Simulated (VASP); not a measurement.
The system is Cu.

```
Cu
1.0
    -1.44279    1.44279    1.37608
     1.44279   -1.44279    1.37608
     1.44279    1.44279   -1.37608
Cu
1
Direct
  0.00000 0.00000 0.00000
```

Base run:

```yaml
Program: VASP 6.6.1
Functional: PBE
Potentials_or_basis: VASP PAW PBE potentials, release 64 (Cu)
Cutoff: 520 eV
k_mesh: 20 × 20 × 20
Occupations: tetrahedron
Spin: no spin polarisation
```

Its results: band gap on the k mesh zero (an odd number of electrons rules out a gap without spin polarisation); pressure 8.1 GPa.

The run is repeated on the same cell with these changes: occupations from tetrahedron to fermi-dirac, width 0.5 eV. What comes out?

Band gap on the k mesh zero (an odd number of electrons rules out a gap without spin polarisation); pressure 10.2 GPa.

Caveats: the cell stands under pressure; tetrahedron occupations give inexact forces and stress in metals (at least some runs); so wide a smearing shifts energies and pressures (at least some runs).
